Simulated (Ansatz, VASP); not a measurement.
# Two plane-wave programs on Ca3TeRu2

```
Ca Te Ru
1.0
     4.48050    0.00000    0.00000
     0.00000    4.48050    0.00000
     0.00000    0.00000    7.25369
Ca Te Ru
3 1 2
Direct
  0.50000 0.50000 0.00000
  0.00000 0.50000 0.36411
  0.50000 0.00000 0.63589
  0.00000 0.00000 0.00000
  0.00000 0.50000 0.78071
  0.50000 0.00000 0.21929
```

Change from the starting cell: species swapped into the Zr2CuSb3 type (P-4m2, No. 115).

Alike in both runs: functional PBE; k mesh 4 × 4 × 4; occupations gaussian, width 0.1 eV; no spin polarisation.

Ansatz relaxed the structure, and its values are those at the end. VASP's run is a single point on that final structure, the one shown.

|  | VASP | Ansatz |
| --- | --- | --- |
| version | VASP 6.6.1 | Ansatz 0.2.0 |
| potentials or method | VASP PAW PBE potentials, release 64 (Ca_sv, Te, Ru_pv), cutoff 520 eV | scalar-relativistic, plane waves, PAW |
| valence electrons in the cell | 64 | 78 |

```csv
,VASP,Ansatz,Ansatz less VASP
gap on the k mesh at the Fermi level (eV),none,none,-
pressure (GPa),-0.1,-0.2,-0.10
rms of the force components (eV/Å),0.010,0.012,+0.0021
```

A gap of «none» marks a metal or a gap that the smearing closes. VASP's potentials hold 64 valence electrons a cell and Ansatz's 78, so a difference there can come from the potentials and not from the codes.

Neither program's run includes spin-orbit coupling.
